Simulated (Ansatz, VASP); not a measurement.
**Two plane-wave programs on TaN**

```
Ta N
1.0
     2.93800    0.00000    0.00000
    -1.46900    2.54438    0.00000
     0.00000    0.00000    2.88300
Ta N
1 1
Direct
  0.31996 0.65807 0.45675
  0.98663 0.99140 0.95675
```

Alike in both runs: functional LDA; k mesh 9 × 9 × 8; occupations fermi-dirac, width 0.02 eV; no spin polarisation.

Ansatz relaxed the structure, and its values are those at the end. VASP's run is a single point on that final structure, the one shown.

|  | VASP | Ansatz |
| --- | --- | --- |
| version | VASP 6.6.1 | Ansatz 0.2.0 |
| potentials or method | VASP PAW LDA potentials, release 64 (Ta_sv_GW, N) | PAW with Ansatz's default frozen-core files, scalar-relativistic |
| plane-wave cutoff (eV) | 600 | 420 |
| valence electrons in the cell | 18 | 18 |

Ansatz gave:

| Quantity | Value |
| --- | --- |
| pressure (GPa) | -11.6 |

Question: What did VASP give for the same quantities?

Answer: Pressure (GPa): -10.5.

LDA's correlation is that of Perdew and Zunger in VASP and of Perdew and Wang (1992) in Ansatz. Ansatz's warnings: stress scf threshold loose.

Neither program's run includes spin-orbit coupling.
